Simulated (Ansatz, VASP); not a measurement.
Given: the input of a run of Ansatz 0.2.0 on HfO2.

input.yaml

```yaml
crystal:
  lattice:
    - [5.1853498288, 0.0, 0.0]
    - [0.0, 5.2539407204, 0.0]
    - [-0.8699625537, 0.0, 5.2824785238]
  atoms:
    - { symbol: Hf, position: [0.2755, 0.4603, 0.708] }
    - { symbol: Hf, position: [0.7245, 0.9603, 0.792] }
    - { symbol: Hf, position: [0.7245, 0.5397, 0.292] }
    - { symbol: Hf, position: [0.2755, 0.0397, 0.208] }
    - { symbol: O, position: [0.0742, 0.1684, 0.8467] }
    - { symbol: O, position: [0.9258, 0.6684, 0.6533] }
    - { symbol: O, position: [0.9258, 0.8316, 0.1533] }
    - { symbol: O, position: [0.0742, 0.3316, 0.3467] }
    - { symbol: O, position: [0.4487, 0.7419, 0.9801] }
    - { symbol: O, position: [0.5513, 0.2419, 0.5199] }
    - { symbol: O, position: [0.5513, 0.2581, 0.0199] }
    - { symbol: O, position: [0.4487, 0.7581, 0.4801] }
hamiltonian:
  xc: blyp
  pseudopotentials: { kind: paw }
kpoints:
  mp_grid: { grid: [5, 5, 5] }
scf:
  occupations: { method: fermi_dirac, width: 0.05 }
output:
  forces: true
  stress: true
  eigenvalues: true
```

Potentials or basis: Ansatz PAW.

Run with:

```sh
$ ansatz run input.yaml --threads 2 --pin off --max-ram 5120MiB --backend cpu --events-out ev --progress --plain --runs-dir out
```

**Question.** Set up the same calculation for VASP 6.6.1. Potentials there: VASP PAW PBE potentials, release 64 (Hf_pv, O).

**Answer.** As run (the cutoff follows the program's own potentials):

File INCAR:

```
SYSTEM = HfO2
  AGGAC = 1.0
  AGGAX = 1.0
  ALDAC = 0.0
  ALDAX = 1.0
  ALGO = Normal
  EDIFF = 1E-6
  ENCUT = 520
  GGA = B5
  ISIF = 2
  ISMEAR = -1
  LASPH = .True.
  LCHARG = .False.
  LREAL = .False.
  LWAVE = .False.
  NBANDS = 56
  NELM = 60
  PREC = Accurate
  SIGMA = 0.05
```

File KPOINTS:

```
k-points
0
Gamma
  5 5 5
  0 0 0
```

Contents of POSCAR:

```
HfO2
1.0
    5.1853498288      0.0000000000      0.0000000000
    0.0000000000      5.2539407204      0.0000000000
   -0.8699625537      0.0000000000      5.2824785238
Hf O
4 8
Direct
    0.2755000000      0.4603000000      0.7080000000
    0.7245000000      0.9603000000      0.7920000000
    0.7245000000      0.5397000000      0.2920000000
    0.2755000000      0.0397000000      0.2080000000
    0.0742000000      0.1684000000      0.8467000000
    0.9258000000      0.6684000000      0.6533000000
    0.9258000000      0.8316000000      0.1533000000
    0.0742000000      0.3316000000      0.3467000000
    0.4487000000      0.7419000000      0.9801000000
    0.5513000000      0.2419000000      0.5199000000
    0.5513000000      0.2581000000      0.0199000000
    0.4487000000      0.7581000000      0.4801000000
```

Potentials or basis: VASP PAW PBE potentials, release 64 (Hf_pv, O).

Command:

```bash
$ cat potpaw_PBE.64/Hf_pv/POTCAR potpaw_PBE.64/O/POTCAR > POTCAR
$ mpirun -np 1 vasp_std > vasp.out
```

Both were run:

|  | VASP | Ansatz | Ansatz less VASP |
| --- | --- | --- | --- |
| gap on the k mesh at the Fermi level (eV) | 4.06 | 4.10 | +0.040 |
| least direct gap on the mesh (eV) | 4.13 | 4.17 | +0.038 |
| pressure (GPa) | -0.1 | 2.2 | +2.31 |
| traceless stress, the component that is largest in VASP (GPa) | -1.09 | -1.07 | +0.024 |
| rms of the force components (eV/Å) | 0.140 | 0.144 | +0.0037 |

VASP's potentials were made for PBE, not for BLYP. Atom by atom the forces differ by 0.025 eV/Å (rms over components). VASP's potentials hold 88 valence electrons a cell and Ansatz's 152, so a difference there can come from the potentials and not from the codes.

Spin-orbit coupling is off throughout. Noted on Ansatz's run: odd divisions of the mesh miss points on the zone boundary, where band edges often lie, so the gap on the mesh can be too wide.
